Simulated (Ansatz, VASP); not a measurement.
# Two plane-wave programs on Te2Mo

INCAR

```
SYSTEM = Te2Mo
PREC = Accurate
ENCUT = 520
EDIFF = 1E-6
ISMEAR = -1
SIGMA = 0.05
LREAL = .FALSE.
LASPH = .TRUE.
NELM = 100
ALGO = Normal
ISIF = 2
LWAVE = .FALSE.
LCHARG = .FALSE.
GGA = CA
NBANDS = 35
```

File KPOINTS:

```
Automatic mesh
0
G
  4 8 1
  0 0 0
```

Contents of POSCAR:

```
Te2Mo
1.0
    6.2756307866      0.0000000000      0.0000000000
    0.0000000000      3.4333648200      0.0000000000
   -0.0845824159      0.0000000000     35.6869671492
Te Mo
4 2
Direct
    0.4292511000      0.7500000000      0.5407035800
    0.5707489000      0.2500000000      0.4592964200
    0.9208478700      0.2500000000      0.5565273200
    0.0791521300      0.7500000000      0.4434726800
    0.1813475600      0.2500000000      0.4974653700
    0.8186524400      0.7500000000      0.5025346300
```

The input input.yaml:

```yaml
crystal:
  lattice:
    - [6.2756307866, 0.0, 0.0]
    - [0.0, 3.43336482, 0.0]
    - [-0.0845824159, 0.0, 35.6869671492]
  atoms:
    - { symbol: Te, position: [0.4292511, 0.75, 0.54070358] }
    - { symbol: Te, position: [0.5707489, 0.25, 0.45929642] }
    - { symbol: Te, position: [0.92084787, 0.25, 0.55652732] }
    - { symbol: Te, position: [0.07915213, 0.75, 0.44347268] }
    - { symbol: Mo, position: [0.18134756, 0.25, 0.49746537] }
    - { symbol: Mo, position: [0.81865244, 0.75, 0.50253463] }
hamiltonian:
  xc: lda
  pseudopotentials: { kind: paw }
kpoints:
  mp_grid: { grid: [4, 8, 1] }
scf:
  occupations: { method: fermi_dirac, width: 0.05 }
output:
  forces: true
  stress: true
  eigenvalues: true
```

Alike in both runs: task single point; functional LDA; k mesh 4 × 8 × 1; occupations fermi-dirac, width 0.05 eV; no spin polarisation.

|  | VASP | Ansatz |
| --- | --- | --- |
| version | VASP 6.6.1 | Ansatz 0.2.0 |
| potentials or method | VASP PAW LDA potentials, release 64 (Te, Mo_sv) | Ansatz PAW |
| plane-wave cutoff (eV) | 520 | 420 |
| valence electrons in the cell | 52 | 92 |

|  | VASP | Ansatz | Ansatz less VASP |
| --- | --- | --- | --- |
| gap on the k mesh at the Fermi level (eV) | none | none | - |
| rms of the force components (eV/Å) | 0.095 | 0.074 | -0.0207 |

LDA's correlation is that of Perdew and Zunger in VASP and of Perdew and Wang (1992) in Ansatz. Atom by atom the forces differ by 0.025 eV/Å (rms over components). A gap of «none» marks a metal or a gap that the smearing closes. VASP's potentials hold 52 valence electrons a cell and Ansatz's 92, so a difference there can come from the potentials and not from the codes.

Neither program's run includes spin-orbit coupling.
